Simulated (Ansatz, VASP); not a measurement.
**One calculation of CaO, two programs**

```
CELL_PARAMETERS angstrom
0.00000 2.44900 2.44900
2.44900 0.00000 2.44900
2.44900 2.44900 0.00000
ATOMIC_POSITIONS crystal
Ca 0.98724 0.01276 0.01276
O 0.50000 0.50000 0.50000
```

Change from the starting cell: all Ca atoms moved +0.062 Å, as atom 1 along Cartesian [1 0 0].

Alike in both runs: task single point; functional PBE; k mesh 8 × 8 × 8; occupations gaussian, width 0.05 eV; no spin polarisation.

|  | VASP | Ansatz |
| --- | --- | --- |
| version | VASP 6.6.1 | Ansatz 0.2.0 |
| potentials or method | VASP PAW PBE potentials, release 64 (Ca_sv, O), cutoff 520 eV | scalar-relativistic, plane waves, PAW |
| valence electrons in the cell | 16 | 16 |

|  | VASP | Ansatz | Ansatz less VASP |
| --- | --- | --- | --- |
| gap on the k mesh at the Fermi level (eV) | 3.66 | 3.67 | +0.016 |
| least direct gap on the mesh (eV) | 4.03 | 4.05 | +0.017 |
| pressure (GPa) | -3.4 | -3.9 | -0.44 |
| traceless stress, the component that is largest in VASP (GPa) | 0.31 | 0.30 | -0.015 |
| rms of the force components (eV/Å) | 0.084 | 0.080 | -0.0048 |

Atom by atom the forces differ by 0.005 eV/Å (rms over components).
